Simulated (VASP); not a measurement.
# Co: single point with PBE

Co:

```xyz
2
Lattice="2.5432 0.0000 0.0000 -1.2716 2.2025 0.0000 0.0000 0.0000 4.1936" Properties=species:S:1:pos:R:3 pbc="T T T"
Co    0.0000    1.4683    1.0484
Co    1.2716    0.7342    3.1452
```

```json
{"Program": "VASP 6.6.1", "Task": "single point", "Functional": "PBE", "Potentials or basis": "VASP PAW PBE potentials, release 64 (Co)", "Cutoff": "520 eV", "k mesh": "21 × 21 × 12", "Occupations": "gaussian, width 0.15 eV", "Spin": "collinear spin, ferromagnetic start", "Starting moments": "[1.86, 1.86] μB", "Dipole correction": "no", "Further INCAR settings": "ALGO = Normal; EDIFF = 1e-06; NBANDS = 20"}
```

| Property | Result |
| --- | --- |
| Pressure | -14.0 GPa |
| Net moment | 3.34 μB per cell |
| Site moments | Co +1.71 μB |
| Valence electrons inside the program's atomic spheres | Co 8.13 |

Stress tensor (GPa, compression positive):
```
-12.66   0.00   0.00
  0.00 -12.66   0.00
  0.00   0.00 -16.82
```

Levels at points of the mesh, in eV from the Fermi level:
Spin up:
```csv
k point,band 8,band 9,band 10,band 11,band 12,band 13,band 14,band 15
"(0.00, 0.00, 0.00)",-1.90,-1.90,-0.99,-0.99,-0.23,5.39,21.54,23.51
"(0.00, 0.00, 0.50)",-2.55,-1.26,-1.26,-1.26,-1.26,13.63,13.63,22.20
```
Spin down:
```tsv
k point	band 3	band 4	band 5	band 6	band 7	band 8	band 9	band 10	band 11	band 12
(0.00, 0.00, 0.00)	-0.96	-0.81	-0.81	-0.51	-0.51	-0.32	-0.04	-0.04	0.98	0.98
(0.00, 0.00, 0.50)	-1.43	-1.43	-0.85	-0.85	-0.85	-0.85	0.67	0.67	0.67	0.67
```

Run time: 96 s on 1 thread of Intel(R) Xeon(R) 6975P-C (Granite Rapids), on a shared host, peak memory 0.32 GiB.

Caveat: the cell stands under tension.
